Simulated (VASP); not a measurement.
Write the native input for VASP 6.6.1 that does the following.

- Task: relaxation of cell and atoms
- Functional: PBEsol
- Potentials or basis: VASP PAW PBE potentials, release 64 (Li_sv, Mg)
- Cutoff: 600 eV
- k mesh: 5 × 5 × 5
- Occupations: fermi-dirac, width 0.15 eV
- Spin: no spin polarisation
- Target pressure: 8 GPa
- Dipole correction: no
- Further INCAR settings: ALGO = Normal; EDIFF = 1e-06; IBRION = 2; EDIFFG = -0.01; NSW = 80; ISIF = 3

The structure of LiMg3 lies in POSCAR:

```
LiMg3
1.0
    0.0000000000      3.4836853300      3.4836853300
    3.4836853300      0.0000000000      3.4836853300
    3.4836853300      3.4836853300      0.0000000000
Li Mg
1 3
Direct
    0.5000000000      0.5000000000      0.5000000000
    0.0000000000      0.0000000000      0.0000000000
    0.2500000000      0.2500000000      0.2500000000
    0.7500000000      0.7500000000      0.7500000000
```

The input as run:

INCAR

```
ALGO = Normal ; EDIFF = 1E-6
EDIFFG = -0.01 ; ENCUT = 600
GGA = PS ; IBRION = 2
ISIF = 3 ; ISMEAR = -1
LASPH = True ; LCHARG = False
LREAL = False ; LWAVE = False
NELM = 80 ; NSW = 80
PREC = Accurate ; PSTRESS = 80.0
SIGMA = 0.15
```

KPOINTS

```
k-points
0
Gamma
  5 5 5
```

Potentials or basis: VASP PAW PBE potentials, release 64 (Li_sv, Mg).

Command:

```sh
$ cat potpaw_PBE.64/Li_sv/POTCAR potpaw_PBE.64/Mg/POTCAR > POTCAR
$ mpirun -np 1 vasp_std > vasp.out
```

Results of the run:

The relaxed volume is 17.85 Å³/atom. The relaxed cell is a = 4.657 Å, b = 4.657 Å, c = 4.657 Å, α = 60.00°, β = 60.00°, γ = 60.00°, the space group after relaxing (to 0.05 Å) is Fm-3m (No. 225) and the energy change on relaxing (the enthalpy is what falls) is +74.1 meV/atom. The ionic steps are 3. The pressure after relaxing is 7.9 GPa.

Caveat: the cutoff is under 1.25 times the usual one of these potentials, so pressure, stress and relaxed cells hold a basis-set (Pulay) error; the cell is relaxed towards a set pressure, so the enthalpy falls and the energy may rise; the volume moved by over 15 % at a fixed basis, so the end points are rough; the PAW data sets were made with another functional, which shifts forces and pressure a little.

Wall time 40 s on 1 thread of Intel(R) Xeon(R) Platinum 8488C (Sapphire Rapids), with other jobs on the host, peak memory 0.24 GiB.
